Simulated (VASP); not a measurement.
# TiO2 (P4_2/mnm) in VASP: a series of runs

Runs on TiO2. Level: PBE. Tasks: single point.

All numbers are computed with VASP 6.6.1; they aren't measurements. Logs are shortened: lines on timing, memory, paths and dates and some standing lists are left out, and cuts for length are marked.

**Experimental background.**

From “Shallow Valence Band of Rutile GeO2 and P-type Doping”, 2020, arxiv:2011.08928, for a bulk crystal of TiO2 at 1.6 K: band gap 3.03 eV (direct).

The runs below are set against these values where they give the same quantity.

### Step 1. The cell of the first run

Symmetry: P4_2/mnm, No. 136, tetragonal system. The conventional cell has a = 4.633 Å, b = 4.633 Å, c = 2.983 Å, α = 90.00°, β = 90.00°, γ = 90.00°. Ti (site symmetry mmm) has 6 O at 1.96 to 2.00 Å within 2.6 Å. Within 2.6 Å of O (site symmetry m2m) lie 3 Ti at 1.96 to 2.00 Å and 1 O at 2.56 Å.

### Step 2. Single point, PBE

INCAR

```
  ALGO = Normal
  EDIFF = 1E-7
  ENCUT = 520
  GGA = PE
  ISIF = 2
  ISMEAR = -1
  LASPH = True
  LCHARG = True
  LELF = True
  LREAL = False
  LVHAR = True
  LWAVE = False
  NBANDS = 33
  NELM = 80
  PREC = Accurate
  SIGMA = 0.05
```

KPOINTS

```
k-points
0
Gamma
  5 5 7
```

POSCAR

```
TiO2
1.0
    4.6326619967      0.0000000000      0.0000000000
    0.0000000000      4.6326619967      0.0000000000
    0.0000000000      0.0000000000      2.9834577303
Ti O
2 4
Direct
    0.0000000000      0.0000000000      0.0000000000
    0.5000000000      0.5000000000      0.5000000000
    0.3049600000      0.3049600000      0.0000000000
    0.1950400000      0.8049600000      0.5000000000
    0.6950400000      0.6950400000      0.0000000000
    0.8049600000      0.1950400000      0.5000000000
```

Potentials or basis: VASP PAW PBE potentials, release 64 (Ti_sv, O).

Launch:

```bash
$ cat potpaw_PBE.64/Ti_sv/POTCAR potpaw_PBE.64/O/POTCAR > POTCAR
$ mpirun -np 1 vasp_std > vasp.out
```

OUTCAR:

```text
EDIFF = 1E-7
   ENCUT = 520
   GGA = PE
   ISIF = 2
   ISMEAR = -1
   LASPH = True
   LREAL = False
   NELM = 80
   PREC = Accurate

 ion  position               nearest neighbor table
   1  0.000  0.000  0.000-   4 1.96   6 1.96   4 1.96   6 1.96   5 2.00   3 2.00
   2  0.500  0.500  0.500-   3 1.96   5 1.96   3 1.96   5 1.96   4 2.00   6 2.00
   3  0.305  0.305  0.000-   2 1.96   2 1.96   1 2.00
   4  0.195  0.805  0.500-   1 1.96   1 1.96   2 2.00
   5  0.695  0.695  0.000-   2 1.96   2 1.96   1 2.00
   6  0.805  0.195  0.500-   1 1.96   1 1.96   2 2.00

  LATTYP: Found a simple tetragonal cell.
 ALAT       =     4.6326619967
 C/A-ratio  =     0.6440050520

  Lattice vectors:

 A1 = (   4.6326619967,   0.0000000000,   0.0000000000)
 A2 = (   0.0000000000,   4.6326619967,   0.0000000000)
 A3 = (   0.0000000000,   0.0000000000,   2.9834577303)

Analysis of symmetry for initial positions (statically):
=====================================================================
 Subroutine PRICEL returns:
 Original cell was already a primitive cell.

 Routine SETGRP: Setting up the symmetry group for a
 simple tetragonal supercell.

 Subroutine GETGRP returns: Found 16 space group operations
 (whereof  8 operations were pure point group operations)
 out of a pool of 16 trial point group operations.

The static configuration has the point symmetry D_2h.
 The point group associated with its full space group is D_4h.

Analysis of symmetry for dynamics (positions and initial velocities):
=====================================================================
 Subroutine PRICEL returns:
 Original cell was already a primitive cell.

 Routine SETGRP: Setting up the symmetry group for a
 simple tetragonal supercell.

 Subroutine GETGRP returns: Found 16 space group operations
 (whereof  8 operations were pure point group operations)
 out of a pool of 16 trial point group operations.

The dynamic configuration has the point symmetry D_2h.
 The point group associated with its full space group is D_4h.

 Subroutine INISYM returns: Found 16 space group operations
 (whereof  8 operations are pure point group operations),
 and found     1 'primitive' translations

----------------------------------------------------------------------------------------

                                     Primitive cell

  volume of cell :      64.0296

  direct lattice vectors                    reciprocal lattice vectors
     4.632661997  0.000000000  0.000000000     0.215858614  0.000000000  0.000000000
     0.000000000  4.632661997  0.000000000     0.000000000  0.215858614  0.000000000
     0.000000000  0.000000000  2.983457730     0.000000000  0.000000000  0.335181555

  length of vectors
     4.632661997  4.632661997  2.983457730     0.215858614  0.215858614  0.335181555

  position of ions in fractional coordinates (direct lattice)
     0.000000000  0.000000000  0.000000000
     0.500000000  0.500000000  0.500000000
     0.304960000  0.304960000  0.000000000
     0.195040000  0.804960000  0.500000000
     0.695040000  0.695040000  0.000000000
     0.804960000  0.195040000  0.500000000

  ion indices of the primitive-cell ions
   primitive index   ion index
                 1           1
                 2           2
                 3           3
                 4           4
                 5           5
                 6           6

----------------------------------------------------------------------------------------

 KPOINTS: k-points

Automatic generation of k-mesh.
 Grid dimensions read from file:
 generate k-points for:    5    5    7

 Generating k-lattice:

  Cartesian coordinates                     Fractional coordinates (reciprocal lattice)
     0.043171723  0.000000000  0.000000000     0.200000000  0.000000000  0.000000000
     0.000000000  0.043171723  0.000000000     0.000000000  0.200000000  0.000000000
     0.000000000  0.000000000  0.047883079     0.000000000  0.000000000  0.142857143

  Length of vectors
     0.043171723  0.043171723  0.047883079

  Shift w.r.t. Gamma in fractional coordinates (k-lattice)
     0.000000000  0.000000000  0.000000000

 Subroutine IBZKPT returns following result:
 ===========================================

 Found     24 irreducible k-points:

 Following reciprocal coordinates:
            Coordinates               Weight
  0.000000  0.000000  0.000000      1.000000
  0.200000  0.000000  0.000000      4.000000
  0.400000  0.000000  0.000000      4.000000
  0.200000  0.200000  0.000000      4.000000
  0.400000  0.200000  0.000000      8.000000
  0.400000  0.400000  0.000000      4.000000
[... 16 lines left out ...]
  0.400000  0.200000  0.428571     16.000000
  0.400000  0.400000  0.428571      8.000000
   k-points           NKPTS =     24   k-points in BZ     NKDIM =     24   number of bands    NBANDS=     33
   number of dos      NEDOS =    301   number of ions     NIONS =      6
   total plane-waves  NPLWV =  31104
   dimension x,y,z NGX =    36 NGY =   36 NGZ =   24
   dimension x,y,z NGXF=    72 NGYF=   72 NGZF=   48
   ions per type =               2   4
   NGX,Y,Z   is equivalent  to a cutoff of  12.92, 12.92, 13.37 a.u.
   NGXF,Y,Z  is equivalent  to a cutoff of  25.84, 25.84, 26.75 a.u.
 SYSTEM =  unknown system
   PREC   = accura    normal or accurate (medium, high low for compatibility)
   ISTART =      0    job   : 0-new  1-cont  2-samecut
   ICHARG =      2    charge: 1-file 2-atom 10-const
   ISPIN  =      1    spin polarized calculation?
   LNONCOLLINEAR =      F non collinear calculations
   LSORBIT =      F    spin-orbit coupling
   LASPH  =      T    aspherical Exc in radial PAW
   ENCUT  =  520.0 eV  38.22 Ry    6.18 a.u.   8.61  8.61  5.55*2*pi/ulx,y,z
   NELM   =     80;   NELMIN=  2; NELMDL= -5     # of ELM steps
   EDIFF  = 0.1E-06   stopping-criterion for ELM
   LREAL  =      F    real-space projection
   EDIFFG = 0.1E-05   stopping-criterion for IOM
   NSW    =      0    number of steps for IOM
   IBRION =     -1    ionic relax: 0-MD 1-quasi-New 2-CG
   NFREE  =      0    steps in history (QN), initial steepest desc. (CG)
   ISIF   =      2    stress and relaxation
   ISYM   =      2    0-nonsym 1-usesym 2-fastsym
   POTIM  = 0.5000    time-step for ionic-motion
   TEBEG  =    0.0;   TEEND  =   0.0 temperature during run
   PSTRESS=    0.0 pullay stress
   NELECT =      48.0000    total number of electrons
   NUPDOWN=      -1.0000    fix difference up-down
   EMIN   =  10.00;   EMAX   =-10.00  energy-range for DOS
   EFERMI =   0.00;   METHOD = LEGACY
   ISMEAR =    -1;   SIGMA  =   0.05  broadening in eV -4-tet -1-fermi 0-gaus
   EFERMI_NEDOS =   21; number of points for ismear=-14 and -15
   IALGO  =     38    algorithm
   IMIX   =      4    mixing-type and parameters
     AMIX     =   0.40;   BMIX     =  1.00
     AMIX_MAG =   1.60;   BMIX_MAG =  1.00
  volume/ion in A,a.u.               =      10.67        72.02
  Fermi-wavevector in a.u.,A,eV,Ry     =   1.487173  2.810350 30.091788  2.211684
  Thomas-Fermi vector in A             =   2.600367
   LORBIT       =      0    0 simple, 1 ext, 2 COOP (PROOUT), +10 PAW based schemes
   GGA     = PE    functional components
   LHFCALC =     F    Hartree Fock is set to
   AEXX    =    0.0000 exact exchange contribution
   IVDW    =     0    specifies the selected vdW correction
   LEPSILON=     F    determine dielectric tensor
   LRPA    =     F    only Hartree local field effects (RPA)
 non-spin polarized calculation
  energy-cutoff  :      520.00
  volume of cell :       64.03
 maximum number of plane-waves:      1747
 NGX is ok and might be reduce to    36
   NGX = 17   NGY = 17   NGZ = 11

 number of electron      48.0000025 magnetization

 Free energy of the ion-electron system (eV)
  ---------------------------------------------------
  ext. energy  EPLUGINS =         0.00000000
  ---------------------------------------------------
  free energy    TOTEN  =       -53.67426669 eV

  energy without entropy =      -53.67426669  energy(sigma->0) =      -53.67426669

 E-fermi :   5.4601     XC(G=0): -11.2778

 val. band max:        4.5922451835   @ k =   0.0000   0.0000   0.0000
 cond. band min:       6.3984297701   @ k =   0.0000   0.0000   0.0000
 fundamental gap:      1.8061845866
 Fermi energy:         5.4600932946

 k-point     1 :       0.0000    0.0000    0.0000
  band No.  band energies     occupation
      1     -52.4151      2.00000
      2     -52.4001      2.00000
      3     -28.6992      2.00000
      4     -28.6992      2.00000
      5     -28.5502      2.00000
      6     -28.5502      2.00000
[... 25 lines left out ...]
     32      10.9837      0.00000
     33      10.9839      0.00000

 k-point     2 :       0.2000    0.0000    0.0000
  band No.  band energies     occupation
      1     -52.4136      2.00000
      2     -52.4015      2.00000
      3     -28.6882      2.00000
      4     -28.6872      2.00000
      5     -28.5634      2.00000
      6     -28.5625      2.00000
[... 25 lines left out ...]
     32      10.8615      0.00000
     33      10.8860      0.00000

 k-point     3 :       0.4000    0.0000    0.0000
  band No.  band energies     occupation
      1     -52.4099      2.00000
      2     -52.4053      2.00000
      3     -28.6620      2.00000
      4     -28.6603      2.00000
      5     -28.5923      2.00000
      6     -28.5906      2.00000
[... 25 lines left out ...]
     32      10.6681      0.00000
     33      10.6966      0.00000

 k-point     4 :       0.2000    0.2000    0.0000
  band No.  band energies     occupation
      1     -52.4125      2.00000
      2     -52.4027      2.00000
      3     -28.7029      2.00000
      4     -28.6591      2.00000
      5     -28.5931      2.00000
      6     -28.5480      2.00000
[... 673 lines left out ...]
     32      10.1598      0.00000
     33      10.3501      0.00000

 k-point    23 :       0.4000    0.2000    0.4286
  band No.  band energies     occupation
      1     -52.3739      2.00000
      2     -52.3731      2.00000
      3     -28.8936      2.00000
      4     -28.8890      2.00000
      5     -28.5784      2.00000
      6     -28.5675      2.00000
[... 25 lines left out ...]
     32       9.7192      0.00000
     33      10.9316      0.00000

 k-point    24 :       0.4000    0.4000    0.4286
  band No.  band energies     occupation
      1     -52.3736      2.00000
      2     -52.3733      2.00000
      3     -28.8879      2.00000
      4     -28.8851      2.00000
      5     -28.5847      2.00000
      6     -28.5795      2.00000
[... 25 lines left out ...]
     32      10.3055      0.00000
     33      10.3365      0.00000

------------------------ aborting loop because EDIFF is reached ----------------------------------------

  FORCE on cell =-STRESS in cart. coord.  units (eV):
  Direction    XX          YY          ZZ          XY          YZ          ZX
  --------------------------------------------------------------------------------------
  -------------------------------------------------------------------------------------
  Total        0.1923332      0.1923332     -0.6376012      0.0000000      0.0000000      0.0000000
  in kB        4.8126435      4.8126435    -15.9543294      0.0000000      0.0000000      0.0000000
  external PRESSURE =      -2.1096808 kB  Pullay stress =       0.0000000 kB

 VOLUME and BASIS-vectors are now :
 -----------------------------------------------------------------------------
  energy-cutoff  :      520.00
  volume of cell :       64.03
      direct lattice vectors                 reciprocal lattice vectors
     4.632661997  0.000000000  0.000000000     0.215858614  0.000000000  0.000000000
     0.000000000  4.632661997  0.000000000     0.000000000  0.215858614  0.000000000
     0.000000000  0.000000000  2.983457730     0.000000000  0.000000000  0.335181555

 POSITION                                       TOTAL-FORCE (eV/Angst)
 -----------------------------------------------------------------------------------
      0.00000      0.00000      0.00000        -0.000000      0.000000     -0.000000
      2.31633      2.31633      1.49173        -0.000000      0.000000     -0.000000
      1.41278      1.41278      0.00000         0.002178      0.002178      0.000000
      0.90355      3.72911      1.49173        -0.002178      0.002178     -0.000000
      3.21989      3.21989      0.00000        -0.002178     -0.002178     -0.000000
      3.72911      0.90355      1.49173         0.002178     -0.002178     -0.000000
 -----------------------------------------------------------------------------------
    total drift:                                0.000000      0.000000     -0.000000

  FREE ENERGIE OF THE ION-ELECTRON SYSTEM (eV)
  ---------------------------------------------------
  free  energy   TOTEN  =       -53.6742666899 eV

  energy  without entropy=      -53.6742666889  energy(sigma->0) =      -53.67426669
```

Run time: 86 s. Hardware: 1 thread of Intel Xeon 8259CL, shared host; peak memory 0.19 GiB.

What came out:

```yaml
Free_energy: -53.6743 eV
Pressure: -0.2 GPa
Largest_force: 0.003 eV/Å
Band_gap_on_the_k_mesh: 1.81 eV
```

Forces in eV/Å, atoms in the order of the input:
```
Ti   0.000  0.000  0.000
Ti   0.000  0.000  0.000
O    0.002  0.002  0.000
O   -0.002  0.002  0.000
O   -0.002 -0.002  0.000
O    0.002 -0.002  0.000
```

### Step 3. Single point, PBE

This run uses another cell than the first one, of 10.95 Å³/atom.

INCAR

```
PREC = Accurate
ENCUT = 520
EDIFF = 1E-6
ISMEAR = -1
SIGMA = 0.05
LREAL = False
LASPH = True
NELM = 60
ALGO = Normal
ISIF = 2
LWAVE = False
LCHARG = False
GGA = PE
NBANDS = 33
```

KPOINTS

```
Automatic mesh
0
Gamma
  5 5 7
```

POSCAR, as its differences from that of step 2:

```diff
@@ -2,5 +2,5 @@
 1.0
-    4.6326619967      0.0000000000      0.0000000000
-    0.0000000000      4.6326619967      0.0000000000
-    0.0000000000      0.0000000000      2.9834577303
+    4.6724292809      0.0000000000      0.0000000000
+    0.0000000000      4.6724292809      0.0000000000
+    0.0000000000      0.0000000000      3.0090680622
 Ti O
```

Potentials or basis: VASP PAW PBE potentials, release 64 (Ti_sv, O).

Launch:

```bash
$ cat potpaw_PBE.64/Ti_sv/POTCAR potpaw_PBE.64/O/POTCAR > POTCAR
$ mpirun -np 1 vasp_std > vasp.out
```

It took 76 s on 1 thread of Intel Xeon 8259CL, shared host; peak memory 0.19 GiB.

Results (log left out):

| Quantity | Value |
| --- | --- |
| Free energy | -53.6457 eV |
| Pressure | -5.7 GPa |
| Largest force | 0.120 eV/Å |
| Band gap on the k mesh | 1.74 eV |

Forces on the atoms (eV/Å):
```
Ti   0.000  0.000  0.000
Ti   0.000  0.000  0.000
O    0.085  0.085  0.000
O   -0.085  0.085  0.000
O   -0.085 -0.085  0.000
O    0.085 -0.085  0.000
```

Stress tensor (GPa, compression positive):
```
-4.52  0.00  0.00
 0.00 -4.52  0.00
 0.00  0.00 -7.98
```

Levels at points of the mesh, in eV from the valence-band top:
```tsv
k point	band 21	band 22	band 23	band 24	band 25	band 26	band 27	band 28
(0.00, 0.00, 0.00)	-0.71	-0.44	-0.44	0.00	1.74	2.02	2.24	2.32
```

Caveat: the cell stands under tension. Expect the measured gap to be larger: semilocal functionals such as PBE lack the derivative discontinuity.

### Step 4. Single point, PBE

This run uses another cell than the first one, of 11.23 Å³/atom.

INCAR

```
SYSTEM = TiO2
PREC = Accurate
ENCUT = 520
EDIFF = 1E-6
ISMEAR = -1
SIGMA = 0.05
LREAL = .FALSE.
LASPH = .TRUE.
NELM = 60
ALGO = Normal
ISIF = 2
LWAVE = .FALSE.
LCHARG = .FALSE.
GGA = PE
NBANDS = 33
```

KPOINTS

```
Automatic mesh
0
G
  5 5 7
  0 0 0
```

POSCAR, as its differences from that of step 3:

```diff
@@ -2,5 +2,5 @@
 1.0
-    4.6724292809      0.0000000000      0.0000000000
-    0.0000000000      4.6724292809      0.0000000000
-    0.0000000000      0.0000000000      3.0090680622
+    4.7115309254      0.0000000000      0.0000000000
+    0.0000000000      4.7115309254      0.0000000000
+    0.0000000000      0.0000000000      3.0342497188
 Ti O
```

Launch:

```bash
$ cat potpaw_PBE.64/Ti_sv/POTCAR potpaw_PBE.64/O/POTCAR > POTCAR
$ mpirun -np 1 vasp_std > vasp.out
```

Run time: 74 s. Hardware: 1 thread of Intel Xeon 8259CL, shared host; peak memory 0.2 GiB.

It converged, with:

```
Free energy            : -53.5638 eV
Pressure               : -10.4 GPa
Largest force          : 0.227 eV/Å
Band gap on the k mesh : 1.68 eV
```

Forces in eV/Å, atoms in the order of the input:
```
Ti   0.000  0.000  0.000
Ti   0.000  0.000  0.000
O    0.161  0.161  0.000
O   -0.161  0.161  0.000
O   -0.161 -0.161  0.000
O    0.161 -0.161  0.000
```

Stress tensor (GPa, compression positive):
```
 -8.87   0.00   0.00
  0.00  -8.87   0.00
  0.00   0.00 -13.54
```

Levels at points of the mesh, in eV from the valence-band top:
```
           k point  band 22  band 23  band 24  band 25  band 26  band 27
(0.00, 0.00, 0.00)    -0.43    -0.43     0.00     1.68     1.95     2.16
```

Caveat: the cell stands under tension. A k mesh can miss the band edges.

### Step 5. Overview

| cell | gap on the mesh (eV) | pressure (GPa) | largest force (eV/Å) |
| --- | --- | --- | --- |
| a = 4.633, b = 4.633, c = 2.983 Å, 6 atoms | 1.81 | -0.2 | - |
| a = 4.672, b = 4.672, c = 3.009 Å, 6 atoms | 1.74 | -5.7 | 0.12 |
| a = 4.712, b = 4.712, c = 3.034 Å, 6 atoms | 1.68 | -10.4 | 0.23 |

Alike in all rows: task single point; level PBE; potentials or basis VASP PAW PBE potentials, release 64 (Ti_sv, O); no spin polarisation; k mesh 5 × 5 × 7; cutoff (eV) 520; smearing fermi-dirac 0.05 eV.

Caveats: the cell stands under tension (at least some runs).

Total energies depend on the potentials used, so only differences within one code and one set of settings carry meaning.

### Step 6. Comparison with measurements

Step 2. Measured gap of TiO2: 3.03 eV (direct; 1.6 K; quoted in “Shallow Valence Band of Rutile GeO2 and P-type Doping”, 2020, arxiv:2011.08928). This calculation gives 1.81 eV (-1.22 eV). 2 values of this kind are on record in papers (3.03 to 3.05 eV); this one was drawn at random among those near their median. The value is that of PBE on a finite k mesh, which can miss the band edges, without temperature or zero-point motion. Semilocal functionals fall short of measured gaps as a rule.
